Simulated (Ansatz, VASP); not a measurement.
# Pt: VASP beside Ansatz

INCAR

```
SYSTEM = Pt
  PREC = Accurate
  ENCUT = 520
  EDIFF = 1E-6
  ISMEAR = -1
  SIGMA = 0.05
  LREAL = .False.
  LASPH = .True.
  NELM = 60
  ALGO = Normal
  ISIF = 2
  LWAVE = .False.
  LCHARG = .False.
  GGA = CA
  NBANDS = 11
```

Contents of KPOINTS:

```
regular mesh
0
Gamma
  17 17 17
  0 0 0
```

Contents of POSCAR:

```
Pt
1.0
    0.0000000000      1.9071771235      1.9071771235
    1.9071771235      0.0000000000      1.9071771235
    1.9071771235      1.9071771235      0.0000000000
Pt
1
Direct
    0.0000000000      0.0000000000      0.0000000000
```

Input for Ansatz:

```yaml
crystal:
  lattice:
    - [0.0, 1.9071771235, 1.9071771235]
    - [1.9071771235, 0.0, 1.9071771235]
    - [1.9071771235, 1.9071771235, 0.0]
  atoms:
    - { symbol: Pt, position: [0.0, 0.0, 0.0] }
kpoints:
  mp_grid: { grid: [17, 17, 17] }
scf:
  occupations: { method: fermi_dirac, width: 0.05 }
hamiltonian:
  xc: lda
  pseudopotentials: { kind: paw }
output:
  forces: true
  stress: true
  eigenvalues: true
  populations: true
```

Change from the starting cell: volume scaled by 0.94, PAW files.

Alike in both runs: task single point; functional LDA; k mesh 17 × 17 × 17; occupations fermi-dirac, width 0.05 eV; no spin polarisation.

|  | VASP | Ansatz |
| --- | --- | --- |
| version | VASP 6.6.1 | Ansatz 0.2.0 |
| potentials or method | VASP PAW LDA potentials, release 64 (Pt) | PAW with Ansatz's default frozen-core files, scalar-relativistic |
| plane-wave cutoff (eV) | 520 | 420 |
| valence electrons in the cell | 10 | 18 |

|  | VASP | Ansatz | Ansatz less VASP |
| --- | --- | --- | --- |
| pressure (GPa) | 23.4 | 22.4 | -1.04 |

LDA's correlation is that of Perdew and Zunger in VASP and of Perdew and Wang (1992) in Ansatz. VASP's potentials hold 10 valence electrons a cell and Ansatz's 18, so a difference there can come from the potentials and not from the codes.

Neither program's run includes spin-orbit coupling.
